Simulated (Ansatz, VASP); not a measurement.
# Two plane-wave programs on Hg2SeO

```
O Hg Se
1.0
     4.10356    0.00000    0.00000
     0.00000    4.10356    0.00000
     0.00000    0.00000    5.67586
O Hg Se
1 2 1
Cartesian
  0.0000 0.0000 0.0000
  0.0000 2.0518 4.5404
  2.0518 0.0000 1.1354
  2.0518 2.0518 2.8379
```

Alike in both runs: task single point; functional PBE; k mesh 6 × 6 × 4; occupations fermi-dirac, width 0.02 eV; no spin polarisation.

|  | VASP | Ansatz |
| --- | --- | --- |
| version | VASP 6.6.1 | Ansatz 0.2.0 |
| potentials or method | VASP PAW PBE potentials, release 64 (O, Hg, Se) | plane waves, PAW |
| plane-wave cutoff (eV) | 520 | 420 |
| valence electrons in the cell | 36 | 62 |

Ansatz gave:

- pressure (GPa): 0.0
- rms of the force components (eV/Å): 0.002

**Question.** Estimate VASP's values.

**Answer.** Pressure (GPa): 0.4; rms of the force components (eV/Å): 0.005.

VASP's potentials hold 36 valence electrons a cell and Ansatz's 62, so a difference there can come from the potentials and not from the codes.

Neither program's run includes spin-orbit coupling.
